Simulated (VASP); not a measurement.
# Er (Im-3m) in VASP: a series of runs

Runs on Er. Level: PBE. Tasks: single point.

All numbers are computed with VASP 6.6.1; they aren't measurements. Logs are shortened: lines on timing, memory, paths and dates and some standing lists are left out, and cuts for length are marked.

**1. The cell of the first run**

It takes space group Im-3m (No. 229, cubic). The conventional cell has a = 3.944 Å, b = 3.944 Å, c = 3.944 Å, α = 90.00°, β = 90.00°, γ = 90.00°. Er (site symmetry m-3m) has 14 Er at 3.42 to 3.94 Å within 4.5 Å.

**2. Single point, PBE, collinear spin, ferromagnetic start**

INCAR reads:

```
PREC = Accurate
ENCUT = 520
EDIFF = 1E-6
ISMEAR = 0
SIGMA = 0.05
LREAL = F
LASPH = T
NELM = 150
ALGO = Normal
ISIF = 2
LWAVE = F
LCHARG = F
ISPIN = 2
MAGMOM = 3
LORBIT = 11
LMAXMIX = 6
GGA = PE
NBANDS = 21
```

KPOINTS reads:

```
Automatic mesh
0
Gamma
  8 8 8
```

POSCAR reads:

```
Er
1.0
   -1.9719543936      1.9719543936      1.9719543936
    1.9719543936     -1.9719543936      1.9719543936
    1.9719543936      1.9719543936     -1.9719543936
Er
1
Direct
    0.0000000000      0.0000000000      0.0000000000
```

Potentials or basis: VASP PAW PBE potentials, release 64 (Er).

Run with:

```sh
$ cat potpaw_PBE.64/Er/POTCAR > POTCAR
$ mpirun -np 1 vasp_std > vasp.out
```

OUTCAR:

```text
PREC = Accurate
   ENCUT = 520
   EDIFF = 1E-6
   ISMEAR = 0
   LREAL = F
   LASPH = T
   NELM = 150
   ISIF = 2
   ISPIN = 2
   LORBIT = 11
   GGA = PE

 ion  position               nearest neighbor table
   1  0.000  0.000  0.000-

  LATTYP: Found a body centered cubic cell.
 ALAT       =     3.9439087872

  Lattice vectors:

 A1 = (  -1.9719543936,   1.9719543936,   1.9719543936)
 A2 = (   1.9719543936,  -1.9719543936,   1.9719543936)
 A3 = (   1.9719543936,   1.9719543936,  -1.9719543936)

Analysis of symmetry for initial positions (statically):
=====================================================================
 Subroutine PRICEL returns:
 Original cell was already a primitive cell.

 Routine SETGRP: Setting up the symmetry group for a
 body centered cubic supercell.

 Subroutine GETGRP returns: Found 48 space group operations
 (whereof 48 operations were pure point group operations)
 out of a pool of 48 trial point group operations.

The static configuration has the point symmetry O_h .

Analysis of symmetry for dynamics (positions and initial velocities):
=====================================================================
 Subroutine PRICEL returns:
 Original cell was already a primitive cell.

 Routine SETGRP: Setting up the symmetry group for a
 body centered cubic supercell.

 Subroutine GETGRP returns: Found 48 space group operations
 (whereof 48 operations were pure point group operations)
 out of a pool of 48 trial point group operations.

The dynamic configuration has the point symmetry O_h .

Analysis of structural, dynamic, and magnetic symmetry:
=====================================================================
 Subroutine PRICEL returns:
 Original cell was already a primitive cell.

 Routine SETGRP: Setting up the symmetry group for a
 body centered cubic supercell.

 Subroutine GETGRP returns: Found 48 space group operations
 (whereof 48 operations were pure point group operations)
 out of a pool of 48 trial point group operations.

The overall configuration has the point symmetry O_h .

 Subroutine INISYM returns: Found 48 space group operations
 (whereof 48 operations are pure point group operations),
 and found     1 'primitive' translations

----------------------------------------------------------------------------------------

                                     Primitive cell

  volume of cell :      30.6726

[... 93 lines left out ...]
   ISYM   =      2    0-nonsym 1-usesym 2-fastsym
   POTIM  = 0.5000    time-step for ionic-motion
   TEBEG  =    0.0;   TEEND  =   0.0 temperature during run
   PSTRESS=    0.0 pullay stress
   NELECT =      22.0000    total number of electrons
   NUPDOWN=      -1.0000    fix difference up-down
   EMIN   =  10.00;   EMAX   =-10.00  energy-range for DOS
   EFERMI =   0.00;   METHOD = LEGACY
   ISMEAR =     0;   SIGMA  =   0.05  broadening in eV -4-tet -1-fermi 0-gaus
   EFERMI_NEDOS =   21; number of points for ismear=-14 and -15
   IALGO  =     38    algorithm
   IMIX   =      4    mixing-type and parameters
     AMIX     =   0.40;   BMIX     =  1.00
     AMIX_MAG =   1.60;   BMIX_MAG =  1.00
  volume/ion in A,a.u.               =      30.67       206.99
  Fermi-wavevector in a.u.,A,eV,Ry     =   1.465432  2.769264 29.218369  2.147490
  Thomas-Fermi vector in A             =   2.581289
   LORBIT       =     11    0 simple, 1 ext, 2 COOP (PROOUT), +10 PAW based schemes
   GGA     = PE    functional components
   LHFCALC =     F    Hartree Fock is set to
   AEXX    =    0.0000 exact exchange contribution
   IVDW    =     0    specifies the selected vdW correction
   LEPSILON=     F    determine dielectric tensor
   LRPA    =     F    only Hartree local field effects (RPA)
 spin polarized calculation
 Gauss-broadening in eV      SIGMA  =   0.05
  energy-cutoff  :      520.00
  volume of cell :       30.67
 maximum number of plane-waves:       856
 NGX is ok and might be reduce to    28
   NGX = 13   NGY = 13   NGZ = 13

 number of electron      22.0000009 magnetization       2.2431848

 Free energy of the ion-electron system (eV)
  ---------------------------------------------------
  ext. energy  EPLUGINS =         0.00000000
  ---------------------------------------------------
  free energy    TOTEN  =        -5.11696071 eV

  energy without entropy =       -5.10808575  energy(sigma->0) =       -5.11252323

 E-fermi :   2.6412     XC(G=0): -10.1928

 val. band max:        2.6380330261   @ k =   0.1250   0.0000   0.0000
 cond. band min:       2.6452709100   @ k =   0.1250   0.1250   0.0000
 fundamental gap:      0.0072378839
 Fermi energy:         2.6411722766

 spin component 1

 k-point     1 :       0.0000    0.0000    0.0000
  band No.  band energies     occupation
      1     -46.9342      1.00000
      2     -20.7022      1.00000
      3     -20.7022      1.00000
      4     -20.7022      1.00000
      5      -2.6861      1.00000
      6      -0.2398      1.00000
[... 565 lines left out ...]
     20      15.5894      0.00000
     21      18.6012      0.00000

 [... further k-points ...]

 spin component 2

 k-point     1 :       0.0000    0.0000    0.0000
  band No.  band energies     occupation
      1     -45.8812      1.00000
      2     -19.9657      1.00000
      3     -19.9657      1.00000
      4     -19.9657      1.00000
      5      -2.8005      1.00000
      6       1.6536      1.00000
[... 565 lines left out ...]
     20      15.6509      0.00000
     21      18.7039      0.00000

 [... further k-points ...]
[... 5 lines left out ...]
  --------------------------------------------------------------------------------------
  -------------------------------------------------------------------------------------
  Total        0.5703122      0.5703122      0.5703122      0.0000000      0.0000000     -0.0000000
  in kB       29.7901461     29.7901461     29.7901461      0.0000000      0.0000000     -0.0000000
  external PRESSURE =      29.7901461 kB  Pullay stress =       0.0000000 kB

 VOLUME and BASIS-vectors are now :
 -----------------------------------------------------------------------------
  energy-cutoff  :      520.00
  volume of cell :       30.67
      direct lattice vectors                 reciprocal lattice vectors
    -1.971954394  1.971954394  1.971954394     0.000000000  0.253555560  0.253555560
     1.971954394 -1.971954394  1.971954394     0.253555560  0.000000000  0.253555560
     1.971954394  1.971954394 -1.971954394     0.253555560  0.253555560  0.000000000

 POSITION                                       TOTAL-FORCE (eV/Angst)
 -----------------------------------------------------------------------------------
      0.00000      0.00000      0.00000         0.000000      0.000000     -0.000000
 -----------------------------------------------------------------------------------
    total drift:                               -0.000000     -0.000000     -0.000000

  FREE ENERGIE OF THE ION-ELECTRON SYSTEM (eV)
  ---------------------------------------------------
  free  energy   TOTEN  =        -5.1169607142 eV

  energy  without entropy=       -5.1080857485  energy(sigma->0) =       -5.11252323

 total charge

# of ion       s       p       d       f       tot
--------------------------------------------------
    1        2.140   5.757   0.392  11.361  19.650

 magnetization (x)

# of ion       s       p       d       f       tot
--------------------------------------------------
    1        0.003  -0.032  -0.032   2.430   2.369
```

Run time: 53 s. Hardware: 1 thread of Intel Xeon Platinum 8559C (Emerald Rapids), shared host; peak memory 0.2 GiB.

Results:

```
Free energy                                           : -5.1170 eV
Pressure                                              : 3.0 GPa
Net moment                                            : 2.24 μB per cell
Site moments                                          : Er +2.37 μB
Valence electrons inside the program's atomic spheres : Er 19.65
```

Caveat: the magnetic or orbital state may not be the lowest; spin-orbit coupling is left out, which moves the levels of the heavy elements.

**3. Single point, PBE, collinear spin, ferromagnetic start**

This run uses another cell than the first one, of 34.48 Å³/atom, 1.124 times its volume.

INCAR reads:

```
ALGO = Normal ; EDIFF = 1E-7
ENCUT = 520 ; GGA = PE
ISIF = 2 ; ISMEAR = 0
ISPIN = 2 ; LASPH = True
LCHARG = False ; LMAXMIX = 6
LORBIT = 11 ; LREAL = False
LWAVE = False ; MAGMOM = 2.63
NBANDS = 21 ; NELM = 150
PREC = Accurate ; SIGMA = 0.05
```

KPOINTS reads:

```
k-points
0
Gamma
  8 8 8
```

POSCAR reads:

```
Er
1.0
   -2.0504430118      2.0504430118      2.0504430118
    2.0504430118     -2.0504430118      2.0504430118
    2.0504430118      2.0504430118     -2.0504430118
Er
1
Direct
    0.0000000000      0.0000000000      0.0000000000
```

Potentials or basis: VASP PAW PBE potentials, release 64 (Er).

Run with:

```sh
$ cat potpaw_PBE.64/Er/POTCAR > POTCAR
$ mpirun -np 1 vasp_std > vasp.out
```

Wall time 1.9 min (1 thread of Intel Xeon Platinum 8559C (Emerald Rapids), shared host); peak memory 0.2 GiB.

It converged, with:

| Property | Result |
| --- | --- |
| Free energy | -5.1444 eV |
| Pressure | -0.4 GPa |
| Net moment | 2.22 μB per cell |
| Site moments | Er +2.36 μB |
| Valence electrons inside the program's atomic spheres | Er 19.61 |

Levels at points of the mesh, in eV from the Fermi level:
Spin up:
```
           k point  band 9  band 10  band 11  band 12  band 13  band 14  band 15  band 16
(0.00, 0.00, 0.00)   -2.02    -1.93    -1.93    -1.93     2.36     2.36     2.36     4.43
(0.50, 0.00, 0.00)   -2.00    -1.97    -1.94    -1.85     0.78     0.82     4.21     5.12
(0.50, 0.50, 0.50)   -2.01    -2.01    -2.01    -0.92    -0.92     5.55     5.55     5.55
```
Spin down:
| k point | band 8 | band 9 | band 10 | band 11 | band 12 | band 13 |
| --- | --- | --- | --- | --- | --- | --- |
| (0.00, 0.00, 0.00) | -0.67 | -0.67 | 0.00 | 0.00 | 0.00 | 2.52 |
| (0.50, 0.00, 0.00) | -0.73 | -0.68 | 0.03 | 0.07 | 0.15 | 0.85 |
| (0.50, 0.50, 0.50) | -0.77 | -0.77 | -0.77 | 0.20 | 0.20 | 0.20 |

Caveat: the magnetic or orbital state may not be the lowest; spin-orbit coupling is left out, which moves the levels of the heavy elements.
